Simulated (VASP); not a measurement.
Write the native input for VASP 6.6.1 that does the following.

```yaml
Task: single point
Functional: PBEsol
Potentials_or_basis: VASP PAW PBE potentials, release 64 (Sb)
Cutoff: 520 eV
k_mesh: 7 × 7 × 7
Occupations: fermi-dirac, width 0.05 eV
Spin: no spin polarisation
Dipole_correction: no
Further_INCAR_settings: ALGO = Normal; EDIFF = 1e-06; NBANDS = 8
```

The structure of Sb lies in POSCAR:

```
Sb
1.0
    3.0509464554      0.0000000000      0.0000000000
    0.0000000000      3.0509464554      0.0000000000
    0.0000000000      0.0000000000      3.0509464554
Sb
1
Direct
    0.0000000000      0.0000000000      0.0000000000
```

The input as run:

INCAR

```
ALGO = Normal
EDIFF = 1E-6
ENCUT = 520
GGA = PS
ISIF = 2
ISMEAR = -1
LASPH = T
LCHARG = F
LREAL = F
LWAVE = F
NBANDS = 8
NELM = 60
PREC = Accurate
SIGMA = 0.05
```

KPOINTS

```
k-points
0
Gamma
  7 7 7
```

Potentials or basis: VASP PAW PBE potentials, release 64 (Sb).

The run is started by

```sh
$ cat potpaw_PBE.64/Sb/POTCAR > POTCAR
$ mpirun -np 1 vasp_std > vasp.out
```

Results of the run:

```
Pressure : 0.9 GPa
```

Caveat: the PAW data sets were made with another functional, which shifts forces and pressure a little.

Wall time 2 s on 1 thread of Intel(R) Xeon(R) Platinum 8481C CPU @ 2.70GHz (Sapphire Rapids), with other jobs on the host, peak memory 0.13 GiB.
